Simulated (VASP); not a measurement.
Runs of VASP 6.6.1 on Ba3SiS. The structure is that of space group Pm-3m (No. 221), or close to it. The cells are those of the table. 

```tsv
task	cell	k mesh	cutoff (eV)	gap on the mesh (eV)	pressure (GPa)
single point	a = 6.182 Å, 5 atoms	4 × 4 × 4	520	none	(a)
single point	a = 5.507 Å, 5 atoms	4 × 4 × 4	520	none	11.2
relaxation of cell and atoms	relaxed from a = 5.507 Å, 5 atoms	4 × 4 × 4	600	none	0.0
single point	a = 6.200 Å, 5 atoms	6 × 6 × 6	520	none	0.2
```

Alike in all rows: level PBE; potentials or basis VASP PAW PBE potentials, release 64 (Ba_sv, Si, S); no spin polarisation; smearing gaussian 0.1 eV.

**Question.** Estimate the missing entries.

**Answer.** (a) 0.4.

Caveats: spin-orbit coupling is left out, which moves the levels of the heavy elements.

A k mesh can miss the band edges, and the runs leave out spin-orbit coupling on Ba.

A gap of «none» marks levels without a gap at the run's occupations.
